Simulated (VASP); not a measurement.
**BaTe: single point with PBEsol**

The system is BaTe.

```
Ba Te
1.0
     0.00000    3.12632    3.12632
     3.12632    0.00000    3.12632
     3.12632    3.12632    0.00000
Ba Te
1 1
Direct
  0.00000 0.00000 0.00000
  0.50000 0.50000 0.50000
```

| Property | Result |
| --- | --- |
| Program | VASP 6.6.1 |
| Task | single point |
| Functional | PBEsol |
| Potentials or basis | VASP PAW PBE potentials, release 64 (Ba_sv, Te) |
| Cutoff | 520 eV |
| k mesh | 7 × 7 × 7 |
| Occupations | fermi-dirac, width 0.05 eV |
| Spin | no spin polarisation |
| Dipole correction | no |
| Further INCAR settings | ALGO = Normal; EDIFF = 1e-06; NBANDS = 15 |

```json
{
 "Pressure": "21.0 GPa",
 "Band gap on the k mesh": "0.39 eV (least direct gap 0.67 eV)"
}
```

Levels at points of the mesh, in eV from the valence-band top:
| k point | band 4 | band 5 | band 6 | band 7 | band 8 | band 9 | band 10 | band 11 | band 12 | band 13 |
| --- | --- | --- | --- | --- | --- | --- | --- | --- | --- | --- |
| (0.00, 0.00, 0.00) | -11.63 | -10.51 | 0.00 | 0.00 | 0.00 | 2.35 | 2.35 | 2.35 | 3.45 | 3.45 |

Run time: 30 s on 1 thread of Intel Xeon 8259CL, on a shared host, peak memory 0.21 GiB.

Caveat: the cell stands under pressure; semilocal functionals underestimate gaps, and a narrow one can read as zero; the PAW data sets were made with another functional, which shifts forces and pressure a little; spin-orbit coupling is left out, which moves the levels of the heavy elements; an odd mesh through Γ misses points on the zone boundary, where band edges can lie.
